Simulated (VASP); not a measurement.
Here is a VASP 6.6.1 calculation.

The input INCAR:

```
PREC = Accurate
ENCUT = 520
EDIFF = 1E-7
ISMEAR = 0
SIGMA = 0.02
LREAL = F
LASPH = T
NELM = 60
ALGO = Normal
ISIF = 2
LWAVE = F
LCHARG = F
GGA = PE
NBANDS = 35
```

Contents of KPOINTS:

```
regular mesh
0
Gamma
  6 6 8
```

The input POSCAR:

```
SnO2
1.0
    4.9499659634      0.0000000000      0.0000000000
    0.0000000000      4.9500146104      0.0000000000
    0.0000000000      0.0000000000      3.2646046477
Sn O
2 4
Direct
    0.5000000000      0.5000000000      0.5000000000
    0.0000000000      0.0000000000      0.0000000000
    0.3083185979      0.3083391084      0.0000000000
    0.8083185979      0.1916608916      0.5000000000
    0.1916814021      0.8083391084      0.5000000000
    0.6916814021      0.6916608916      0.0000000000
```

Potentials or basis: VASP PAW PBE potentials, release 64 (Sn_d, O).

Command:

```sh
$ cat potpaw_PBE.64/Sn_d/POTCAR potpaw_PBE.64/O/POTCAR > POTCAR
$ mpirun -np 1 vasp_std > vasp.out
```

(1) Predict the largest force.

(2) Predict the band gap on the k mesh.

(3) Predict the pressure.

Results:

(1) 0.023 eV/Å.

(2) 0.19 eV, direct.

(3) -7.7 GPa.

Caveat: spin-orbit coupling is left out, which moves the levels of the heavy elements.
